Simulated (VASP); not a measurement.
A run of VASP 6.6.1:

The input INCAR:

```
PREC = Accurate
ENCUT = 520
EDIFF = 1E-7
ISMEAR = -1
SIGMA = 0.02
LREAL = False
LASPH = True
NELM = 80
ALGO = Normal
ISIF = 2
LWAVE = False
LCHARG = False
GGA = PE
NBANDS = 11
```

Contents of KPOINTS:

```
regular mesh
0
Gamma
  10 10 10
```

Contents of POSCAR:

```
BP
1.0
    0.0000000000      2.2683156724      2.2683156724
    2.2683156724      0.0000000000      2.2683156724
    2.2683156724      2.2683156724      0.0000000000
B P
1 1
Direct
    0.0000000000      0.0000000000      0.0000000000
    0.2500000000      0.2500000000      0.2500000000
```

Potentials or basis: VASP PAW PBE potentials, release 64 (B, P).

Run with:

```bash
$ cat potpaw_PBE.64/B/POTCAR potpaw_PBE.64/P/POTCAR > POTCAR
$ mpirun -np 1 vasp_std > vasp.out
```

Hardware: 1 thread of Intel Xeon 6975P-C, with other jobs on the host.

How long does it take, and how much memory?

Run time: 4.5 s on 1 thread of Intel Xeon 6975P-C (shared host), peak memory 0.13 GiB. Counts: scf iterations 14, k points 47.
